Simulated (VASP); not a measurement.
AlGaN2, 4 atoms in the cell. The structure is tetragonal, space group P-4m2 (No. 115). The conventional cell has a = 3.235 Å, b = 3.235 Å, c = 4.424 Å, α = 90.00°, β = 90.00°, γ = 90.00°. Al (site symmetry -4m2) has 4 N at 1.93 Å within 2.6 Å. Ga (site symmetry -4m2) has 4 N at 1.99 Å within 2.6 Å. N (site symmetry 2mm) has 2 Al at 1.93 Å and 2 Ga at 1.99 Å within 2.6 Å.  This cell differs from its parent crystal: strain +0.030 along x and y, +0.000 along z.

```yaml
Program: VASP 6.6.1
Task: single point
Functional: LDA
Potentials_or_basis: VASP PAW LDA potentials, release 64 (Al, Ga_d, N)
Cutoff: 520 eV
k_mesh: 8 × 8 × 6
Occupations: gaussian, width 0.05 eV
Spin: no spin polarisation
Dipole_correction: no
Further_INCAR_settings: ALGO = Normal; EDIFF = 1e-06; NBANDS = 21
```

Potentials or basis: VASP PAW LDA potentials, release 64 (Al, Ga_d, N).

Command:

```console
$ cat potpaw_LDA.64/Al/POTCAR potpaw_LDA.64/Ga_d/POTCAR potpaw_LDA.64/N/POTCAR > POTCAR
$ mpirun -np 1 vasp_std > vasp.out
```

Hardware: 1 thread of Intel(R) Xeon(R) 6975P-C (Granite Rapids), with other jobs on the host.

Q: How long does it take, and how much memory?

A: Wall time 19 s on 1 thread of Intel(R) Xeon(R) 6975P-C (Granite Rapids), on a shared host, peak memory 0.17 GiB. Counts: scf iterations 13, k points 60.
